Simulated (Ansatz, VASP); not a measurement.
**SiC in VASP and in Ansatz**

```
Si C
1.0
     0.00000    1.73820    1.73820
     1.73820    0.00000    1.73820
     1.73820    1.73820    0.00000
Si C
1 1
Cartesian
  0.0000 0.0000 0.0000
  1.7382 1.7382 1.7382
```

Change from the starting cell: volume scaled by 0.64, crystal datasets.

Alike in both runs: task single point; functional PBEsol; k mesh 17 × 17 × 17; occupations fermi-dirac, width 0.08 eV; no spin polarisation.

|  | VASP | Ansatz |
| --- | --- | --- |
| version | VASP 6.6.1 | Ansatz 0.2.0 |
| potentials or method | VASP PAW PBE potentials, release 64 (Si, C), cutoff 600 eV | all-electron PAW with datasets made for the crystal, scalar-relativistic |

Ansatz gave:

| Property | Result |
| --- | --- |
| pressure (GPa) | 291.4 |

Problem. What did VASP give for the same quantities?

Solution. Pressure (GPa): 293.5.

VASP's potentials were made for PBE, not for PBEsol. Both programs put the cell under a high pressure, so it lies far from rest at this level. Ansatz ran all-electron here, and VASP with PAW potentials.

Noted on VASP's run: the cell as given lies far from equilibrium.
